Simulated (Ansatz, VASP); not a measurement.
One calculation of KCl, two programs

```
K Cl
1.0
     4.03116    0.00000    0.00000
     0.00000    4.03116    0.00000
     0.00000    0.00000    3.83920
K Cl
1 1
Direct
  0.00000 0.00000 0.00000
  0.50000 0.50000 0.50000
```

Change from the starting cell: strain +0.050 along x and y, +0.000 along z, atoms carried along.

Alike in both runs: task single point; functional LDA; k mesh 6 × 6 × 6; occupations gaussian, width 0.05 eV; no spin polarisation.

```csv
,VASP,Ansatz
version,VASP 6.6.1,Ansatz 0.2.0
potentials or method,"VASP PAW LDA potentials, release 64 (K_sv, Cl), cutoff 520 eV","scalar-relativistic, plane waves, PAW"
valence electrons in the cell,16,16
```

|  | VASP | Ansatz | Ansatz less VASP |
| --- | --- | --- | --- |
| gap on the k mesh at the Fermi level (eV) | 3.85 | 3.85 | -0.006 |
| least direct gap on the mesh (eV) | 4.01 | 4.01 | -0.006 |
| pressure (GPa) | -3.9 | -3.9 | 0.00 |
| traceless stress, the component that is largest in VASP (GPa) | 1.20 | 1.20 | +0.002 |

LDA's correlation is that of Perdew and Zunger in VASP and of Perdew and Wang (1992) in Ansatz.
